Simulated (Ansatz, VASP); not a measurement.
Two plane-wave programs on RbBr

```
CELL_PARAMETERS angstrom
0.00000 3.50873 3.50873
3.50873 0.00000 3.50873
3.50873 3.50873 0.00000
ATOMIC_POSITIONS crystal
Rb 0.00000 0.00000 0.00000
Br 0.50000 0.50000 0.50000
```

Alike in both runs: task single point; functional r2SCAN; k mesh 6 × 6 × 6; occupations gaussian, width 0.02 eV; no spin polarisation.

```csv
,VASP,Ansatz
version,VASP 6.6.1,Ansatz 0.2.0
potentials or method,"VASP PAW PBE potentials, release 64 (Rb_sv, Br), cutoff 550 eV","scalar-relativistic, plane waves, PAW"
valence electrons in the cell,16,16
```

|  | VASP | Ansatz | Ansatz less VASP |
| --- | --- | --- | --- |
| gap on the k mesh at the Fermi level (eV) | 4.79 | 4.79 | 0.000 |
| least direct gap on the mesh (eV) | 4.79 | 4.79 | 0.000 |

VASP's potentials were made for PBE, not for r2SCAN.
